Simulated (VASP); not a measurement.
A run of VASP 6.6.1 is set up as follows.

The input INCAR:

```
  ALGO = Normal
  EDIFF = 1E-6
  ENCUT = 500
  GGA = PE
  GGA_COMPAT = F
  ISIF = 2
  ISMEAR = 0
  LASPH = T
  LCHARG = T
  LELF = T
  LREAL = F
  LVHAR = T
  LWAVE = F
  NBANDS = 18
  NELM = 120
  PREC = Accurate
  SIGMA = 0.05
```

KPOINTS

```
k-points
0
Gamma
  10 10 8
```

The input POSCAR:

```
BiTe
1.0
    4.2327527788      0.0000000000      0.0000000000
   -2.1163763894      3.5937955239      0.0000000000
    0.0000000000      0.0000000000      4.4405072890
Bi Te
1 1
Direct
    0.0000000000      0.0000000000      0.0000000000
    0.6666666667      0.3333333333      0.5000000000
```

Potentials or basis: VASP PAW PBE potentials, release 64 (Bi_d, Te).

The run is started by

```bash
$ cat potpaw_PBE.64/Bi_d/POTCAR potpaw_PBE.64/Te/POTCAR > POTCAR
$ mpirun -np 1 vasp_std > vasp.out
```

(1) Estimate the pressure.

(2) Estimate the band gap on the k mesh.

(3) Estimate the largest force.

Answers

(1) -0.8 GPa.

(2) zero (an odd number of electrons rules out a gap without spin polarisation).

(3) 0.005 eV/Å.

Caveat: spin-orbit coupling is left out, which moves the levels of the heavy elements.
